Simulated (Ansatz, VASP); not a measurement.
## Two plane-wave programs on ScAs2

INCAR

```
ALGO = Normal
EDIFF = 1E-6
EDIFFG = -0.04
ENCUT = 600
GGA = PE
IBRION = 2
ISIF = 3
ISMEAR = 0
LASPH = T
LCHARG = F
LREAL = F
LWAVE = F
NELM = 60
NSW = 90
PREC = Accurate
SIGMA = 0.1
```

Contents of KPOINTS:

```
k-points
0
Gamma
  6 6 6
```

File POSCAR:

```
ScAs2
1.0
    0.0000000000      3.1007184277      3.1007184277
    3.1007184277      0.0000000000      3.1007184277
    3.1007184277      3.1007184277      0.0000000000
Sc As
1 2
Direct
    0.0000000000      0.0000000000      0.0000000000
    0.2500000000      0.2500000000      0.2500000000
    0.7500000000      0.7500000000      0.7500000000
```

Input for Ansatz:

```yaml
crystal:
  lattice:
    - [0.0, 3.1007184277, 3.1007184277]
    - [3.1007184277, 0.0, 3.1007184277]
    - [3.1007184277, 3.1007184277, 0.0]
  atoms:
    - { symbol: Sc, position: [0.0, 0.0, 0.0] }
    - { symbol: As, position: [0.25, 0.25, 0.25] }
    - { symbol: As, position: [0.75, 0.75, 0.75] }
basis:
  ecutwfc: 420
kpoints:
  mp_grid: { grid: [6, 6, 6] }
hamiltonian:
  xc: pbe
scf:
  occupations: { method: gaussian, width: 0.1 }
  lower_state_search: "off"
output:
  forces: true
  stress: true
  eigenvalues: true
relax:
  adjacent_minimum: "off"
  f_tol: 0.04
  max_steps: 70
  cell: { stress_tol: 0.4 }
```

Alike in both runs: task relaxation of cell and atoms; functional PBE; k mesh 6 × 6 × 6; occupations gaussian, width 0.1 eV; no spin polarisation.

|  | VASP | Ansatz |
| --- | --- | --- |
| version | VASP 6.6.1 | Ansatz 0.2.0 |
| potentials or method | VASP PAW PBE potentials, release 64 (Sc_sv, As), cutoff 600 eV | scalar-relativistic, plane waves, PAW |
| valence electrons in the cell | 21 | 41 |

```csv
,VASP,Ansatz,Ansatz less VASP
"gap on the k mesh at the Fermi level, each at its own relaxed structure (eV)",none,none,-
relaxed volume (Å³/atom),22.69,22.68,-0.011
relaxed cell length with the largest relative difference (Å),4.583,4.583,-0.0008
```

A gap of «none» marks a metal or a gap that the smearing closes. VASP's potentials hold 21 valence electrons a cell and Ansatz's 41, so a difference there can come from the potentials and not from the codes.
